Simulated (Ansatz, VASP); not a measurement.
## AlN in VASP and in Ansatz

```
Al N
1.0
     0.00000    1.96732    1.96732
     1.96732    0.00000    1.96732
     1.96732    1.96732    0.00000
Al N
1 1
Direct
  0.50000 0.50000 0.50000
  0.00000 0.00000 0.00000
```

Alike in both runs: task single point; functional PBEsol; dispersion D3(BJ); k mesh 10 × 10 × 10; occupations gaussian, width 0.02 eV; no spin polarisation.

|  | VASP | Ansatz |
| --- | --- | --- |
| version | VASP 6.6.1 | Ansatz 0.2.0 |
| potentials or method | VASP PAW PBE potentials, release 64 (Al, N), cutoff 600 eV | scalar-relativistic, plane waves, PAW |
| valence electrons in the cell | 8 | 8 |

|  | VASP | Ansatz | Ansatz less VASP |
| --- | --- | --- | --- |
| gap on the k mesh at the Fermi level (eV) | 4.98 | 4.98 | 0.000 |
| least direct gap on the mesh (eV) | 6.89 | 6.87 | -0.029 |
| pressure (GPa) | 19.0 | 19.2 | +0.18 |

VASP's potentials were made for PBE, not for PBEsol.
